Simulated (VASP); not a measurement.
# TiC (Fm-3m) in VASP: notebook

The runs below take TiC through vibrations by perturbation theory, with PBEsol.

Program: VASP 6.6.1. These are calculated values, not measurements. Logs are shortened: lines on timing, memory, paths and dates and some standing lists are left out, and cuts for length are marked.

## Step 1: The cell of the first run

It takes space group Fm-3m (No. 225, cubic). The conventional cell has a = 4.294 Å, b = 4.294 Å, c = 4.294 Å, α = 90.00°, β = 90.00°, γ = 90.00°. Within 2.8 Å of Ti (site symmetry m-3m) lie 6 C at 2.15 Å. Within 2.8 Å of C (site symmetry m-3m) lie 6 Ti at 2.15 Å.

## Step 2: Vibrations by perturbation theory, PBEsol

Input file INCAR:

```
PREC     = Accurate       # precision mode
ENCUT    = 520            # plane-wave cutoff, eV
EDIFF    = 1E-8           # SCF threshold, eV
ISMEAR   = -1             # smearing method
SIGMA    = 0.15           # smearing width, eV
LREAL    = F              # projectors in reciprocal space
LASPH    = T              # aspherical terms in the spheres
NELM     = 100            # most SCF steps
ALGO     = Normal         # electronic algorithm
ISIF     = 2              # what is computed and relaxed
LWAVE    = F              # write WAVECAR
LCHARG   = T              # write CHGCAR
GGA      = PS             # functional
IBRION   = 8              # ionic algorithm
NSW      = 1              # ionic steps
```

Input file KPOINTS:

```
regular mesh
0
Gamma
  16 16 16
```

Input file POSCAR:

```
TiC
1.0
    0.0000000000      2.1468003956      2.1468003956
    2.1468003956      0.0000000000      2.1468003956
    2.1468003956      2.1468003956      0.0000000000
Ti C
1 1
Direct
    0.0000000000      0.0000000000      0.0000000000
    0.5000000000      0.5000000000      0.5000000000
```

Potentials or basis: VASP PAW PBE potentials, release 64 (Ti_sv, C).

Launch:

```console
> cat potpaw_PBE.64/Ti_sv/POTCAR potpaw_PBE.64/C/POTCAR > POTCAR
> mpirun -np 1 vasp_std > vasp.out
```

OUTCAR:

```text
PREC = Accurate
   ENCUT = 520
   EDIFF = 1E-8
   ISMEAR = -1
   LREAL = F
   LASPH = T
   NELM = 100
   ISIF = 2
   GGA = PS
   IBRION = 8
   NSW = 1

 ion  position               nearest neighbor table
   1  0.000  0.000  0.000-   2 2.15   2 2.15   2 2.15   2 2.15   2 2.15   2 2.15
   2  0.500  0.500  0.500-   1 2.15   1 2.15   1 2.15   1 2.15   1 2.15   1 2.15

  LATTYP: Found a face centered cubic cell.
 ALAT       =     4.2936007912

  Lattice vectors:

 A1 = (   0.0000000000,   2.1468003956,   2.1468003956)
 A2 = (   2.1468003956,   0.0000000000,   2.1468003956)
 A3 = (   2.1468003956,   2.1468003956,   0.0000000000)

Analysis of symmetry for initial positions (statically):
=====================================================================
 Subroutine PRICEL returns:
 Original cell was already a primitive cell.

 Routine SETGRP: Setting up the symmetry group for a
 face centered cubic supercell.

 Subroutine GETGRP returns: Found 48 space group operations
 (whereof 48 operations were pure point group operations)
 out of a pool of 48 trial point group operations.

The static configuration has the point symmetry O_h .

Analysis of symmetry for dynamics (positions and initial velocities):
=====================================================================
 Subroutine PRICEL returns:
 Original cell was already a primitive cell.

 Routine SETGRP: Setting up the symmetry group for a
 face centered cubic supercell.

 Subroutine GETGRP returns: Found 48 space group operations
 (whereof 48 operations were pure point group operations)
 out of a pool of 48 trial point group operations.

The dynamic configuration has the point symmetry O_h .

 Subroutine INISYM returns: Found 48 space group operations
 (whereof 48 operations are pure point group operations),
 and found     1 'primitive' translations

----------------------------------------------------------------------------------------

                                     Primitive cell

  volume of cell :      19.7881

[... 515 lines left out ...]

 VOLUME and BASIS-vectors are now :
 -----------------------------------------------------------------------------
  energy-cutoff  :      520.00
  volume of cell :       19.79
      direct lattice vectors                 reciprocal lattice vectors
     0.000000000  2.146800396  2.146800396    -0.232904746  0.232904746  0.232904746
     2.146800396  0.000000000  2.146800396     0.232904746 -0.232904746  0.232904746
     2.146800396  2.146800396  0.000000000     0.232904746  0.232904746 -0.232904746

 POSITION                                       TOTAL-FORCE (eV/Angst)
 -----------------------------------------------------------------------------------
      0.00000      0.00000      0.00000         0.000000     -0.000000      0.000000
      2.14680      2.14680      2.14680        -0.000000      0.000000      0.000000
 -----------------------------------------------------------------------------------
    total drift:                                0.000000     -0.000000     -0.000000

  FREE ENERGIE OF THE ION-ELECTRON SYSTEM (eV)
  ---------------------------------------------------
  free  energy   TOTEN  =       -19.8135932186 eV

  energy  without entropy=      -19.7888973069  energy(sigma->0) =      -19.80124526

[... ionic steps 2 to 3 ...]

--------------------------------------- Ionic step        4  -------------------------------------------

------------------------ aborting loop because EDIFF is reached ----------------------------------------

[... ionic steps 5 to 6 ...]

--------------------------------------- Ionic step        7  -------------------------------------------

 Free energy of the ion-electron system (eV)
  ---------------------------------------------------
  ---------------------------------------------------
  free energy    TOTEN  =        -0.11802795 eV

  energy without entropy =       -0.11802795

------------------------ aborting loop because EDIFF is reached ----------------------------------------

 INTERNAL STRAIN TENSOR  FOR ION    2  DIRECTION 1   (eV/Angst):
 -----------------------------------------------------------------------------
    -0.01061  0.00000 -0.00000
    -0.00000  0.00414  0.00000
    -0.00000  0.00000  0.00414

 INTERNAL STRAIN TENSOR FOR ION    2 for displacements in x,y,z  (eV/Angst):
          X           Y           Z          XY          YZ          ZX
  --------------------------------------------------------------------------------
  x     0.00000     0.00000     0.00000     0.00000     0.00000     0.00000
  y     0.00000     0.00000     0.00000     0.00000     0.00000     0.00000
  z     0.00000     0.00000     0.00000     0.00000     0.00000     0.00000

 SECOND DERIVATIVES (NOT SYMMETRIZED)
 ------------------------------------
               1X          1Y          1Z          2X          2Y          2Z
  1X   -10.384528    0.000000    0.000000   10.384528    0.000000    0.000000
  1Y     0.000000  -10.384528    0.000000    0.000000   10.384528    0.000000
  1Z     0.000000    0.000000  -10.384528    0.000000    0.000000   10.384528
  2X    10.371087    0.000000    0.000000  -10.371087    0.000000    0.000000
  2Y     0.000000   10.371087    0.000000    0.000000  -10.371087    0.000000
  2Z     0.000000    0.000000   10.371087    0.000000    0.000000  -10.371087

 Eigenvectors and eigenvalues of the dynamical matrix
 ----------------------------------------------------

   1 f  =   16.249255 THz   102.097078 2PiTHz  542.016794 cm-1    67.201487 meV
             X         Y         Z           dx          dy          dz
      0.000000  0.000000  0.000000     0.448057    0.000000   -0.000000
      2.146800  2.146800  2.146800    -0.894005    0.000000   -0.000000
[... 21 lines left out ...]
   6 f/i=    0.004215 THz     0.026483 2PiTHz    0.140591 cm-1     0.017431 meV
             X         Y         Z           dx          dy          dz
      0.000000  0.000000  0.000000     0.340370    0.819434   -0.109184
      2.146800  2.146800  2.146800     0.170587    0.410684   -0.054721

--------------------------------------------------------------------------------------------------------

 ELASTIC MODULI CONTR FROM IONIC RELAXATION (kBar)
 Direction    XX          YY          ZZ          XY          YZ          ZX
 --------------------------------------------------------------------------------
 XX           0.0000      0.0000      0.0000      0.0000      0.0000      0.0000
 YY           0.0000      0.0000      0.0000      0.0000      0.0000      0.0000
 ZZ           0.0000      0.0000      0.0000      0.0000      0.0000      0.0000
 XY           0.0000      0.0000      0.0000      0.0000      0.0000      0.0000
 YZ           0.0000      0.0000      0.0000      0.0000      0.0000      0.0000
 ZX           0.0000      0.0000      0.0000      0.0000      0.0000      0.0000
 --------------------------------------------------------------------------------
```

Wall time 2.8 min (1 thread of Intel Xeon 6975P-C (Granite Rapids), shared host); peak memory 0.33 GiB.

What came out:

```
Highest phonon frequency at Γ, LO-TO splitting left out : 542 cm⁻¹
```

Phonon frequencies in cm⁻¹ (negative: imaginary):
| q point | frequencies |
| --- | --- |
| (0.000, 0.000, 0.000) | 0 0 0 542 542 542 |

Caveat: the PAW data sets were made with another functional, which shifts forces and pressure a little.

## Step 3: Vibrations by perturbation theory, PBEsol (phonons at volume x 1.02)

Input file INCAR:

```
SYSTEM = TiC
  PREC = Accurate
  ENCUT = 520
  EDIFF = 1E-8
  ISMEAR = -1
  SIGMA = 0.15
  LREAL = .False.
  LASPH = .True.
  NELM = 100
  ALGO = Normal
  ISIF = 2
  LWAVE = .False.
  LCHARG = .False.
  GGA = PS
  IBRION = 8
  NSW = 1
```

Input file KPOINTS:

```
Automatic mesh
0
Gamma
  16 16 16
  0 0 0
```

Input file POSCAR:

```
TiC
1.0
    0.0000000000      2.1610180311      2.1610180311
    2.1610180311      0.0000000000      2.1610180311
    2.1610180311      2.1610180311      0.0000000000
Ti C
1 1
Direct
    0.0000000000      0.0000000000      0.0000000000
    0.5000000000      0.5000000000      0.5000000000
```

Potentials or basis: VASP PAW PBE potentials, release 64 (Ti_sv, C).

Launch:

```console
> cat potpaw_PBE.64/Ti_sv/POTCAR potpaw_PBE.64/C/POTCAR > POTCAR
> mpirun -np 1 vasp_std > vasp.out
```

OUTCAR:

```text
SYSTEM = TiC
   PREC = Accurate
   ENCUT = 520
   EDIFF = 1E-8
   ISMEAR = -1
   LREAL = .False.
   LASPH = .True.
   NELM = 100
   ISIF = 2
   GGA = PS
   IBRION = 8
   NSW = 1

 ion  position               nearest neighbor table
   1  0.000  0.000  0.000-   2 2.16   2 2.16   2 2.16   2 2.16   2 2.16   2 2.16
   2  0.500  0.500  0.500-   1 2.16   1 2.16   1 2.16   1 2.16   1 2.16   1 2.16

  LATTYP: Found a face centered cubic cell.
 ALAT       =     4.3220360622

  Lattice vectors:

 A1 = (   0.0000000000,   2.1610180311,   2.1610180311)
 A2 = (   2.1610180311,   0.0000000000,   2.1610180311)
 A3 = (   2.1610180311,   2.1610180311,   0.0000000000)

Analysis of symmetry for initial positions (statically):
=====================================================================
 Subroutine PRICEL returns:
 Original cell was already a primitive cell.

 Routine SETGRP: Setting up the symmetry group for a
 face centered cubic supercell.

 Subroutine GETGRP returns: Found 48 space group operations
 (whereof 48 operations were pure point group operations)
 out of a pool of 48 trial point group operations.

The static configuration has the point symmetry O_h .

Analysis of symmetry for dynamics (positions and initial velocities):
=====================================================================
 Subroutine PRICEL returns:
 Original cell was already a primitive cell.

 Routine SETGRP: Setting up the symmetry group for a
 face centered cubic supercell.

 Subroutine GETGRP returns: Found 48 space group operations
 (whereof 48 operations were pure point group operations)
 out of a pool of 48 trial point group operations.

The dynamic configuration has the point symmetry O_h .

 Subroutine INISYM returns: Found 48 space group operations
 (whereof 48 operations are pure point group operations),
 and found     1 'primitive' translations

----------------------------------------------------------------------------------------

                                     Primitive cell

  volume of cell :      20.1839

  direct lattice vectors                    reciprocal lattice vectors
     0.000000000  2.161018031  2.161018031    -0.231372433  0.231372433  0.231372433
     2.161018031  0.000000000  2.161018031     0.231372433 -0.231372433  0.231372433
     2.161018031  2.161018031  0.000000000     0.231372433  0.231372433 -0.231372433

  length of vectors
     3.056141008  3.056141008  3.056141008     0.400748810  0.400748810  0.400748810

  position of ions in fractional coordinates (direct lattice)
     0.000000000  0.000000000  0.000000000
     0.500000000  0.500000000  0.500000000

  ion indices of the primitive-cell ions
[... 139 lines left out ...]
      7      10.0458      0.02148
      8      10.0458      0.02148
      9      11.0881      0.00002
     10      11.0881      0.00002
     11      11.0881      0.00002
     12      11.1198      0.00002
[... 331 lines left out ...]
 k-point    24 :      -0.0625    0.0625    0.0000
  band No.  band energies     occupation
      1     -46.9223      2.00000
      2     -23.1022      2.00000
      3     -23.0668      2.00000
      4     -23.0544      2.00000
      5      -2.7844      2.00000
      6       9.1541      1.61115
      7       9.3294      1.12575
      8       9.3575      1.03290
      9      10.1586      0.01018
     10      10.7639      0.00018
     11      11.6733      0.00000
     12      12.2448      0.00000

 [... further k-points ...]

------------------------ aborting loop because EDIFF is reached ----------------------------------------

  FORCE on cell =-STRESS in cart. coord.  units (eV):
  Direction    XX          YY          ZZ          XY          YZ          ZX
  --------------------------------------------------------------------------------------
  -------------------------------------------------------------------------------------
  Total       -0.6047393     -0.6047393     -0.6047393      0.0000000      0.0000000      0.0000000
  in kB      -48.0035817    -48.0035817    -48.0035817      0.0000000      0.0000000      0.0000000
  external PRESSURE =     -48.0035817 kB  Pullay stress =       0.0000000 kB

 VOLUME and BASIS-vectors are now :
 -----------------------------------------------------------------------------
  energy-cutoff  :      520.00
  volume of cell :       20.18
      direct lattice vectors                 reciprocal lattice vectors
     0.000000000  2.161018031  2.161018031    -0.231372433  0.231372433  0.231372433
     2.161018031  0.000000000  2.161018031     0.231372433 -0.231372433  0.231372433
     2.161018031  2.161018031  0.000000000     0.231372433  0.231372433 -0.231372433

 POSITION                                       TOTAL-FORCE (eV/Angst)
 -----------------------------------------------------------------------------------
      0.00000      0.00000      0.00000         0.000000      0.000000      0.000000
      2.16102      2.16102      2.16102        -0.000000     -0.000000     -0.000000
 -----------------------------------------------------------------------------------
    total drift:                                0.000000     -0.000000     -0.000000

  FREE ENERGIE OF THE ION-ELECTRON SYSTEM (eV)
  ---------------------------------------------------
  free  energy   TOTEN  =       -19.8081018264 eV

  energy  without entropy=      -19.7829431670  energy(sigma->0) =      -19.79552250

[... ionic steps 2 to 3 ...]

--------------------------------------- Ionic step        4  -------------------------------------------

------------------------ aborting loop because EDIFF is reached ----------------------------------------

[... ionic steps 5 to 6 ...]

--------------------------------------- Ionic step        7  -------------------------------------------

 Free energy of the ion-electron system (eV)
  ---------------------------------------------------
  ---------------------------------------------------
  free energy    TOTEN  =        -0.11767723 eV

  energy without entropy =       -0.11767723

------------------------ aborting loop because EDIFF is reached ----------------------------------------

 INTERNAL STRAIN TENSOR  FOR ION    2  DIRECTION 1   (eV/Angst):
 -----------------------------------------------------------------------------
    -0.01087 -0.00000  0.00000
     0.00000  0.00438 -0.00000
     0.00000 -0.00000  0.00438

 INTERNAL STRAIN TENSOR FOR ION    2 for displacements in x,y,z  (eV/Angst):
          X           Y           Z          XY          YZ          ZX
  --------------------------------------------------------------------------------
  x     0.00000     0.00000     0.00000     0.00000     0.00000     0.00000
  y     0.00000     0.00000     0.00000     0.00000     0.00000     0.00000
  z     0.00000     0.00000     0.00000     0.00000     0.00000     0.00000

 SECOND DERIVATIVES (NOT SYMMETRIZED)
 ------------------------------------
               1X          1Y          1Z          2X          2Y          2Z
  1X    -9.688101    0.000000    0.000000    9.688101    0.000000    0.000000
  1Y     0.000000   -9.688101    0.000000    0.000000    9.688101    0.000000
  1Z     0.000000    0.000000   -9.688101    0.000000    0.000000    9.688101
  2X     9.629047    0.000000    0.000000   -9.629047    0.000000    0.000000
  2Y     0.000000    9.629047    0.000000    0.000000   -9.629047    0.000000
  2Z     0.000000    0.000000    9.629047    0.000000    0.000000   -9.629047

 Eigenvectors and eigenvalues of the dynamical matrix
 ----------------------------------------------------

   1 f  =   15.664760 THz    98.424589 2PiTHz  522.520147 cm-1    64.784212 meV
             X         Y         Z           dx          dy          dz
      0.000000  0.000000  0.000000    -0.448922    0.000000    0.000000
      2.161018  2.161018  2.161018     0.893571    0.000000    0.000000
[... 21 lines left out ...]
   6 f/i=    0.019210 THz     0.120700 2PiTHz    0.640777 cm-1     0.079446 meV
             X         Y         Z           dx          dy          dz
      0.000000  0.000000  0.000000     0.000000    0.000000    0.893571
      2.161018  2.161018  2.161018     0.000000    0.000000    0.448922

--------------------------------------------------------------------------------------------------------

 ELASTIC MODULI CONTR FROM IONIC RELAXATION (kBar)
 Direction    XX          YY          ZZ          XY          YZ          ZX
 --------------------------------------------------------------------------------
 XX           0.0000      0.0000      0.0000      0.0000      0.0000      0.0000
 YY           0.0000      0.0000      0.0000      0.0000      0.0000      0.0000
 ZZ           0.0000      0.0000      0.0000      0.0000      0.0000      0.0000
 XY           0.0000      0.0000      0.0000      0.0000      0.0000      0.0000
 YZ           0.0000      0.0000      0.0000      0.0000      0.0000      0.0000
 ZX           0.0000      0.0000      0.0000      0.0000      0.0000      0.0000
 --------------------------------------------------------------------------------
```

OSZICAR:

```text
N       E                     dE             d eps       ncg     rms          rms(c)
DAV:   1     0.117594121982E+03    0.11759E+03   -0.84373E+03  3480   0.159E+03
DAV:   2    -0.152191989611E+02   -0.13281E+03   -0.12644E+03  3600   0.382E+02
DAV:   3    -0.247327914060E+02   -0.95136E+01   -0.90799E+01  4532   0.971E+01
DAV:   4    -0.251922524383E+02   -0.45946E+00   -0.45851E+00  4536   0.204E+01
[... 57 lines left out ...]
RMM:  16    -0.117677203949E+00   -0.23962E-07   -0.51108E-07 19948   0.833E-05    0.350E-06
RMM:  17    -0.117677220569E+00   -0.16620E-07   -0.24431E-07 20853   0.505E-05    0.192E-06
RMM:  18    -0.117677222103E+00   -0.15342E-08   -0.18092E-07 20568   0.328E-05    0.126E-06
RMM:  19    -0.117677227741E+00   -0.56378E-08   -0.91346E-08 18926   0.233E-05    0.540E-07
 Linear response finished
```

It took 2.1 min on 1 thread of Intel Xeon 6975P-C (Granite Rapids), shared host; peak memory 0.33 GiB.

What came out:

```yaml
Highest_phonon_frequency_at_Γ_LO-TO_splitting_left_out: 523 cm⁻¹
```

Phonon frequencies in cm⁻¹ (negative: imaginary):
```
              q point           frequencies
(0.000, 0.000, 0.000)  -1 -1 -1 523 523 523
```

Caveat: the cell differs from its parent crystal (phonons at volume x 1.02); the cell wasn't relaxed at this level first, which shifts response properties; the PAW data sets were made with another functional, which shifts forces and pressure a little.

[end of part 1 of 2]
